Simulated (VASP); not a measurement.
A run of VASP 6.6.1 is set up as follows.

INCAR

```
  PREC = Accurate
  ENCUT = 500
  EDIFF = 1E-6
  ISMEAR = 0
  SIGMA = 0.05
  LREAL = F
  LASPH = T
  NELM = 120
  ALGO = Normal
  ISIF = 2
  LWAVE = F
  LCHARG = F
  GGA = CA
  NBANDS = 11
  GGA_COMPAT = F
```

File KPOINTS:

```
regular mesh
0
Gamma
  6 6 6
```

Contents of POSCAR:

```
AlP
1.0
    0.0000000000      2.7091941367      2.7091941367
    2.7091941367      0.0000000000      2.7091941367
    2.7091941367      2.7091941367      0.0000000000
Al P
1 1
Direct
    0.0000000000      0.0000000000      0.0000000000
    0.2500000000      0.2500000000      0.2500000000
```

Potentials or basis: VASP PAW LDA potentials, release 64 (Al, P).

Run with:

```console
$ cat potpaw_LDA.64/Al/POTCAR potpaw_LDA.64/P/POTCAR > POTCAR
$ mpirun -np 1 vasp_std > vasp.out
```

What does it give for the pressure?

0.9 GPa.

Estimate the band gap on the k mesh.

1.39 eV, indirect (least direct gap 3.31 eV).

A k mesh can miss the band edges.
